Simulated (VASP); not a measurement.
# BiTe in VASP: notebook

Aim: see how the results for BiTe move with the level of theory and the settings. Levels: PBE, PBE-based screened hybrid with 25 % exact exchange, PBE-based screened hybrid with 35 % exact exchange. Tasks: single point.

Everything below comes from runs of VASP 6.6.1. Logs are shortened: lines on timing, memory, paths and dates and some standing lists are left out, and cuts for length are marked.

## 1. The cell of the first run

The typed cell holds 2 atoms: a = 4.339 Å, b = 4.339 Å, c = 4.339 Å, α = 67.88°, β = 67.88°, γ = 67.88°.

## 2. Single point, PBE (atoms moved at random)

INCAR reads:

```
PREC = Accurate ; ENCUT = 520
EDIFF = 1E-7 ; ISMEAR = -1
SIGMA = 0.05 ; LREAL = F
LASPH = T ; NELM = 60
ALGO = Normal ; ISIF = 2
LWAVE = F ; LCHARG = F
GGA = PE ; NBANDS = 18
```

KPOINTS reads:

```
Automatic mesh
0
Gamma
  7 7 7
```

POSCAR reads:

```
BiTe
1.0
    2.4227077728      1.3987509848      3.3172919545
   -2.4227077728      1.3987509848      3.3172919545
    0.0000000000     -2.7975019696      3.3172919545
Bi Te
1 1
Direct
    0.5044880000      0.4998580000      0.4976060000
   -0.0054950000      0.0073700000      0.0047280000
```

Potentials or basis: VASP PAW PBE potentials, release 64 (Bi_d, Te).

Run with:

```
cat potpaw_PBE.64/Bi_d/POTCAR potpaw_PBE.64/Te/POTCAR > POTCAR
mpirun -np 1 vasp_std > vasp.out
```

OUTCAR:

```text
PREC = Accurate
   ENCUT = 520
   EDIFF = 1E-7
   ISMEAR = -1
   LREAL = F
   LASPH = T
   NELM = 60
   ISIF = 2
   GGA = PE

 ion  position               nearest neighbor table
   1  0.504  0.500  0.498-   2 3.20   2 3.24   2 3.24   2 3.26   2 3.27   2 3.30
   2  0.995  0.007  0.005-   1 3.20   1 3.24   1 3.24   1 3.26   1 3.27   1 3.30

  LATTYP: Found a trigonal (rhomboedric) cell.
 ALAT       =     4.3394058558
 COS(alpha) =     0.3765932224

  Lattice vectors:

 A1 = (   2.4227077728,   1.3987509848,   3.3172919545)
 A2 = (  -2.4227077728,   1.3987509848,   3.3172919545)
 A3 = (   0.0000000000,  -2.7975019696,   3.3172919545)

Analysis of symmetry for initial positions (statically):
=====================================================================
 Subroutine PRICEL returns:
 Original cell was already a primitive cell.

 Routine SETGRP: Setting up the symmetry group for a
 trigonal (rhombohedral) supercell.

 Subroutine GETGRP returns: Found  1 space group operations
 (whereof  1 operations were pure point group operations)
 out of a pool of 12 trial point group operations.

The static configuration has the point symmetry C_1 .

Analysis of symmetry for dynamics (positions and initial velocities):
=====================================================================
 Subroutine PRICEL returns:
 Original cell was already a primitive cell.

 Routine SETGRP: Setting up the symmetry group for a
 trigonal (rhombohedral) supercell.

 Subroutine GETGRP returns: Found  1 space group operations
 (whereof  1 operations were pure point group operations)
 out of a pool of 12 trial point group operations.

The dynamic configuration has the point symmetry C_1 .

 Subroutine INISYM returns: Found  1 space group operations
 (whereof  1 operations are pure point group operations),
 and found     1 'primitive' translations

----------------------------------------------------------------------------------------

                                     Primitive cell

  volume of cell :      67.4491

  direct lattice vectors                    reciprocal lattice vectors
[... 79 lines left out ...]
   ISTART =      0    job   : 0-new  1-cont  2-samecut
   ICHARG =      2    charge: 1-file 2-atom 10-const
   ISPIN  =      1    spin polarized calculation?
   LNONCOLLINEAR =      F non collinear calculations
   LSORBIT =      F    spin-orbit coupling
   LASPH  =      T    aspherical Exc in radial PAW
   ENCUT  =  520.0 eV  38.22 Ry    6.18 a.u.   8.07  8.07  8.07*2*pi/ulx,y,z
   NELM   =     60;   NELMIN=  2; NELMDL= -5     # of ELM steps
   EDIFF  = 0.1E-06   stopping-criterion for ELM
   LREAL  =      F    real-space projection
   EDIFFG = 0.1E-05   stopping-criterion for IOM
   NSW    =      0    number of steps for IOM
   IBRION =     -1    ionic relax: 0-MD 1-quasi-New 2-CG
   NFREE  =      0    steps in history (QN), initial steepest desc. (CG)
   ISIF   =      2    stress and relaxation
   ISYM   =      2    0-nonsym 1-usesym 2-fastsym
   POTIM  = 0.5000    time-step for ionic-motion
   TEBEG  =    0.0;   TEEND  =   0.0 temperature during run
   PSTRESS=    0.0 pullay stress
   NELECT =      21.0000    total number of electrons
   NUPDOWN=      -1.0000    fix difference up-down
   EMIN   =  10.00;   EMAX   =-10.00  energy-range for DOS
   EFERMI =   0.00;   METHOD = LEGACY
   ISMEAR =    -1;   SIGMA  =   0.05  broadening in eV -4-tet -1-fermi 0-gaus
   EFERMI_NEDOS =   21; number of points for ismear=-14 and -15
   IALGO  =     38    algorithm
   IMIX   =      4    mixing-type and parameters
     AMIX     =   0.40;   BMIX     =  1.00
     AMIX_MAG =   1.60;   BMIX_MAG =  1.00
  volume/ion in A,a.u.               =      33.72       227.58
  Fermi-wavevector in a.u.,A,eV,Ry     =   1.109573  2.096789 16.750837  1.231152
  Thomas-Fermi vector in A             =   2.246114
   LORBIT       =      0    0 simple, 1 ext, 2 COOP (PROOUT), +10 PAW based schemes
   GGA     = PE    functional components
   LHFCALC =     F    Hartree Fock is set to
   AEXX    =    0.0000 exact exchange contribution
   IVDW    =     0    specifies the selected vdW correction
   LEPSILON=     F    determine dielectric tensor
   LRPA    =     F    only Hartree local field effects (RPA)
 non-spin polarized calculation
  energy-cutoff  :      520.00
  volume of cell :       67.45
 maximum number of plane-waves:      1827
   NGX = 17   NGY = 17   NGZ = 17

 number of electron      20.9999998 magnetization

 Free energy of the ion-electron system (eV)
  ---------------------------------------------------
  ext. energy  EPLUGINS =         0.00000000
  ---------------------------------------------------
  free energy    TOTEN  =        -7.17229491 eV

  energy without entropy =       -7.16034864  energy(sigma->0) =       -7.16632177

 E-fermi :   6.6877     XC(G=0):  -9.4764

 val. band max:        6.6579136781   @ k =   0.2857   0.2857  -0.4286
 cond. band min:       6.7324560679   @ k =   0.2857   0.2857   0.2857
 fundamental gap:      0.0745423898
 Fermi energy:         6.6877221562

 k-point     1 :       0.0000    0.0000    0.0000
  band No.  band energies     occupation
      1     -16.5682      2.00000
      2     -16.5681      2.00000
      3     -16.5517      2.00000
      4     -16.5511      2.00000
      5     -16.5353      2.00000
      6      -6.8122      2.00000
[... 481 lines left out ...]
      5     -16.5320      2.00000
      6      -5.4692      2.00000
[... 10 lines left out ...]
     17      16.3788      0.00000
     18      16.4924      0.00000

 [... further k-points ...]

------------------------ aborting loop because EDIFF is reached ----------------------------------------

  FORCE on cell =-STRESS in cart. coord.  units (eV):
  Direction    XX          YY          ZZ          XY          YZ          ZX
  --------------------------------------------------------------------------------------
  -------------------------------------------------------------------------------------
  Total        0.0827265      0.0745174      0.0245869      0.0074292     -0.0045879     -0.0073838
  in kB        1.9650732      1.7700748      0.5840344      0.1764724     -0.1089798     -0.1753931
  external PRESSURE =       1.4397274 kB  Pullay stress =       0.0000000 kB

 VOLUME and BASIS-vectors are now :
 -----------------------------------------------------------------------------
  energy-cutoff  :      520.00
  volume of cell :       67.45
      direct lattice vectors                 reciprocal lattice vectors
     2.422707773  1.398750985  3.317291954     0.206380648  0.119153923  0.100483568
    -2.422707773  1.398750985  3.317291954    -0.206380648  0.119153923  0.100483568
     0.000000000 -2.797501970  3.317291954     0.000000000 -0.238307845  0.100483568

 POSITION                                       TOTAL-FORCE (eV/Angst)
 -----------------------------------------------------------------------------------
      0.01122      0.01278      4.98241        -0.082260     -0.045330      0.013470
      2.39154      1.38815      3.33920         0.082260      0.045330     -0.013470
 -----------------------------------------------------------------------------------
    total drift:                                0.000413      0.000410      0.000216

  FREE ENERGIE OF THE ION-ELECTRON SYSTEM (eV)
  ---------------------------------------------------
  free  energy   TOTEN  =        -7.1722949106 eV

  energy  without entropy=       -7.1603486351  energy(sigma->0) =       -7.16632177
```

OSZICAR:

```text
N       E                     dE             d eps       ncg     rms          rms(c)
DAV:   1     0.157558930636E+03    0.15756E+03   -0.99415E+03  6200   0.112E+03
DAV:   2     0.477628368559E+01   -0.15278E+03   -0.14883E+03  6544   0.305E+02
DAV:   3    -0.687740167698E+01   -0.11654E+02   -0.11548E+02  7580   0.878E+01
DAV:   4    -0.720387192216E+01   -0.32647E+00   -0.32595E+00  7958   0.157E+01
DAV:   5    -0.721534134723E+01   -0.11469E-01   -0.11469E-01  8368   0.271E+00    0.602E+00
DAV:   6    -0.716849683444E+01    0.46845E-01   -0.15267E-01  8970   0.229E+00    0.373E+00
DAV:   7    -0.717224667071E+01   -0.37498E-02   -0.36697E-02  7304   0.945E-01    0.736E-01
DAV:   8    -0.717215375815E+01    0.92913E-04   -0.54289E-03  7498   0.491E-01    0.160E-01
DAV:   9    -0.717229530952E+01   -0.14155E-03   -0.54968E-04  7356   0.145E-01    0.585E-02
DAV:  10    -0.717229550315E+01   -0.19363E-06   -0.28237E-05  8150   0.312E-02    0.309E-02
DAV:  11    -0.717229535146E+01    0.15169E-06   -0.18193E-05  7494   0.317E-02    0.656E-03
DAV:  12    -0.717229500447E+01    0.34699E-06   -0.39554E-06  7614   0.157E-02    0.314E-03
DAV:  13    -0.717229491058E+01    0.93894E-07   -0.27019E-07  6978   0.345E-03
   1 F= -.71722949E+01 E0= -.71663218E+01  d E =-.119463E-01
```

Wall time 3.5 min (1 thread of Intel Xeon 8259CL, shared host); peak memory 0.33 GiB.

Results:

| Item | Value |
| --- | --- |
| Free energy | -7.1723 eV |
| Pressure | 0.1 GPa |
| Largest force | 0.095 eV/Å |
| Band gap on the k mesh | zero (an odd number of electrons rules out a gap without spin polarisation) |

Forces on the atoms (eV/Å):
```
Bi  -0.082 -0.045  0.013
Te   0.082  0.045 -0.013
```

Caveat: the cell differs from its parent crystal (atoms moved at random); spin-orbit coupling is left out, which moves the levels of the heavy elements.

## 3. Single point, PBE-based screened hybrid with 25 % exact exchange

POSCAR reads:

```
BiTe
1.0
    2.4227077728      1.3987509848      3.3172919545
   -2.4227077728      1.3987509848      3.3172919545
    0.0000000000     -2.7975019696      3.3172919545
Bi Te
1 1
Direct
    0.5000000000      0.5000000000      0.5000000000
    0.0000000000      0.0000000000      0.0000000000
```

INCAR.step1 reads:

```
PREC = Accurate
ENCUT = 520
EDIFF = 1E-5
ISMEAR = -1
SIGMA = 0.05
LREAL = F
LASPH = T
NELM = 100
ALGO = Normal
ISIF = 2
LWAVE = T
LCHARG = F
GGA = PE
NBANDS = 18
```

INCAR.step2 reads:

```
PREC = Accurate
ENCUT = 520
EDIFF = 1E-7
ISMEAR = -1
SIGMA = 0.05
LREAL = F
LASPH = T
NELM = 100
ALGO = Normal
ISIF = 2
LWAVE = F
LCHARG = F
GGA = PE
LHFCALC = T
AEXX = 0.25
HFSCREEN = 0.2078699
PRECFOCK = Normal
ISTART = 1
NBANDS = 18
```

KPOINTS reads:

```
Automatic mesh
0
Gamma
  4 4 4
```

Potentials or basis: VASP PAW PBE potentials, release 64 (Bi_d, Te).

Run with:

```
cat potpaw_PBE.64/Bi_d/POTCAR potpaw_PBE.64/Te/POTCAR > POTCAR
cp INCAR.step1 INCAR
mpirun -np 1 vasp_std > vasp.out
cp INCAR.step2 INCAR
mpirun -np 1 vasp_std > vasp.out
```

Run time: 30 min. Hardware: 1 thread of AMD EPYC 9R45 (Zen 5), shared host; peak memory 0.28 GiB.

It converged, with:

```yaml
Free_energy: -8.6679 eV
Pressure: -2.0 GPa
Band_gap_on_the_k_mesh: zero (an odd number of electrons rules out a gap without spin polarisation)
```

Stress tensor (GPa, compression positive):
```
-2.17  0.00  0.00
 0.00 -2.17  0.00
 0.00  0.00 -1.57
```

Levels at points of the mesh, in eV from the Fermi level:
```tsv
k point	band 7	band 8	band 9	band 10	band 11	band 12	band 13	band 14
(0.00, 0.00, 0.00)	-9.10	-3.50	-3.50	-2.10	2.08	2.83	2.83	4.31
(0.50, 0.00, 0.00)	-12.61	-2.32	-2.26	-1.36	-1.12	-0.74	0.31	7.13
(0.50, 0.50, 0.00)	-11.05	-6.52	-5.26	-3.97	2.55	3.39	3.99	5.07
(0.50, 0.50, 0.50)	-12.12	-2.86	-2.86	-2.68	-1.84	-1.49	-1.49	8.49
```

Caveat: the k points lie up to 0.41 Å⁻¹ apart, too coarse for converged energies and pressures of a metal; the PAW data sets were made with another functional, which shifts forces and pressure a little; spin-orbit coupling is left out, which moves the levels of the heavy elements.

## 4. Single point, PBE-based screened hybrid with 35 % exact exchange

POSCAR is that of step 3.

INCAR.step1 reads:

```
PREC = Accurate ; ENCUT = 520
EDIFF = 1E-5 ; ISMEAR = -1
SIGMA = 0.05 ; LREAL = False
LASPH = True ; NELM = 60
ALGO = Normal ; ISIF = 2
LWAVE = True ; GGA = PE
NBANDS = 18
```

INCAR.step2 reads:

```
PREC = Accurate ; ENCUT = 520
EDIFF = 1E-6 ; ISMEAR = -1
SIGMA = 0.05 ; LREAL = False
LASPH = True ; NELM = 60
ALGO = Normal ; ISIF = 2
LWAVE = False ; LCHARG = True
GGA = PE ; LHFCALC = True
AEXX = 0.35 ; HFSCREEN = 0.2078699
PRECFOCK = Normal ; LELF = True
LVHAR = True ; ISTART = 1
NBANDS = 18
```

KPOINTS reads:

```
regular mesh
0
Gamma
  4 4 4
```

Potentials or basis: VASP PAW PBE potentials, release 64 (Bi_d, Te).

Run with:

```
cat potpaw_PBE.64/Bi_d/POTCAR potpaw_PBE.64/Te/POTCAR > POTCAR
cp INCAR.step1 INCAR
mpirun -np 1 vasp_std > vasp.out
cp INCAR.step2 INCAR
mpirun -np 1 vasp_std > vasp.out
```

OUTCAR:

```text
PREC = Accurate
   ENCUT = 520
   EDIFF = 1E-6
   ISMEAR = -1
   LREAL = False
   LASPH = True
   NELM = 60
   ISIF = 2
   GGA = PE
   LHFCALC = True
   AEXX = 0.35
   HFSCREEN = 0.2078699
   PRECFOCK = Normal
   ISTART = 1

 ion  position               nearest neighbor table
   1  0.500  0.500  0.500-   2 3.25   2 3.25   2 3.25   2 3.25   2 3.25   2 3.25
   2  0.000  0.000  0.000-   1 3.25   1 3.25   1 3.25   1 3.25   1 3.25   1 3.25

  LATTYP: Found a trigonal (rhomboedric) cell.
[... 458 lines left out ...]
------------------------ aborting loop because EDIFF is reached ----------------------------------------

  FORCE on cell =-STRESS in cart. coord.  units (eV):
  Direction    XX          YY          ZZ          XY          YZ          ZX
  --------------------------------------------------------------------------------------
  -------------------------------------------------------------------------------------
  Total       -1.2721454     -1.2721454     -0.9621996      0.0000000      0.0000000      0.0000000
  in kB      -30.2183636    -30.2183636    -22.8559546      0.0000000      0.0000000      0.0000000
  external PRESSURE =     -27.7642272 kB  Pullay stress =       0.0000000 kB

 VOLUME and BASIS-vectors are now :
 -----------------------------------------------------------------------------
  energy-cutoff  :      520.00
  volume of cell :       67.45
      direct lattice vectors                 reciprocal lattice vectors
     2.422707773  1.398750985  3.317291954     0.206380648  0.119153923  0.100483568
    -2.422707773  1.398750985  3.317291954    -0.206380648  0.119153923  0.100483568
     0.000000000 -2.797501970  3.317291954     0.000000000 -0.238307845  0.100483568

 POSITION                                       TOTAL-FORCE (eV/Angst)
 -----------------------------------------------------------------------------------
      0.00000      0.00000      4.97594         0.000000      0.000000     -0.000000
      0.00000      0.00000      0.00000         0.000000     -0.000000      0.000000
 -----------------------------------------------------------------------------------
    total drift:                                0.000001     -0.000002      0.000005

  FREE ENERGIE OF THE ION-ELECTRON SYSTEM (eV)
  ---------------------------------------------------
  free  energy   TOTEN  =        -9.3229622277 eV

  energy  without entropy=       -9.3148536575  energy(sigma->0) =       -9.31890794
```

OUTCAR.step1:

```text
PREC = Accurate
   ENCUT = 520
   EDIFF = 1E-5
   ISMEAR = -1
   LREAL = False
[... 481 lines left out ...]
      0.00000      0.00000      4.97594         0.000000      0.000000     -0.000000
      0.00000      0.00000      0.00000        -0.000000     -0.000000      0.000000
 -----------------------------------------------------------------------------------
    total drift:                               -0.000000      0.000000     -0.000000

  FREE ENERGIE OF THE ION-ELECTRON SYSTEM (eV)
  ---------------------------------------------------
  free  energy   TOTEN  =        -7.2199884324 eV

  energy  without entropy=       -7.2097604724  energy(sigma->0) =       -7.21487445
```

OSZICAR.step1:

```text
N       E                     dE             d eps       ncg     rms          rms(c)
DAV:   1     0.155025672198E+03    0.15503E+03   -0.10023E+04   468   0.114E+03
DAV:   2     0.499171757793E+01   -0.15003E+03   -0.14610E+03   494   0.294E+02
DAV:   3    -0.691362182571E+01   -0.11905E+02   -0.11779E+02   570   0.886E+01
DAV:   4    -0.724599055168E+01   -0.33237E+00   -0.33200E+00   590   0.154E+01
DAV:   5    -0.725807767016E+01   -0.12087E-01   -0.12086E-01   636   0.276E+00    0.579E+00
DAV:   6    -0.721572866188E+01    0.42349E-01   -0.14617E-01   644   0.221E+00    0.345E+00
DAV:   7    -0.721971083597E+01   -0.39822E-02   -0.32608E-02   546   0.878E-01    0.750E-01
DAV:   8    -0.721985970973E+01   -0.14887E-03   -0.44931E-03   548   0.454E-01    0.128E-01
DAV:   9    -0.721998554419E+01   -0.12583E-03   -0.45102E-04   552   0.130E-01    0.409E-02
DAV:  10    -0.721998843236E+01   -0.28882E-05   -0.22908E-05   514   0.280E-02
   1 F= -.72199884E+01 E0= -.72148745E+01  d E =-.102280E-01
```

It took 22 min on 1 thread of AMD EPYC 9R45 (Zen 5), shared host; peak memory 0.27 GiB.

What came out:

* Free energy: -9.3230 eV
* Pressure: -2.8 GPa
* Band gap on the k mesh: zero (an odd number of electrons rules out a gap without spin polarisation)

Caveat: the k points lie up to 0.41 Å⁻¹ apart, too coarse for converged energies and pressures of a metal; the PAW data sets were made with another functional, which shifts forces and pressure a little; spin-orbit coupling is left out, which moves the levels of the heavy elements.

## 5. Summary

| level | cell | k mesh | grid for exact exchange (PRECFOCK) | share of exact exchange | screening parameter | gap on the mesh (eV) | pressure (GPa) |
| --- | --- | --- | --- | --- | --- | --- | --- |
| PBE | as given, atomic positions A | 7 × 7 × 7 | - | - | - | none | 0.1 |
| PBE-based screened hybrid with 25 % exact exchange | as given, atomic positions B | 4 × 4 × 4 | Normal | 0.25 | 0.20787 1/Å | none | -2.0 |
| PBE-based screened hybrid with 35 % exact exchange | as given, atomic positions B | 4 × 4 × 4 | Normal | 0.35 | 0.20787 1/Å | none | -2.8 |

Alike in all rows: task single point; potentials or basis VASP PAW PBE potentials, release 64 (Bi_d, Te); no spin polarisation; cutoff (eV) 520; smearing fermi-dirac 0.05 eV.

Caveats: some runs use coarse meshes; spin-orbit coupling is left out, which moves the levels of the heavy elements; the PAW data sets were made with another functional, which shifts forces and pressure a little (at least some runs).

Absolute energies hang on the potentials; compare differences alone.

The gap in the log of VASP goes by the Fermi energy; the results here count the filled bands.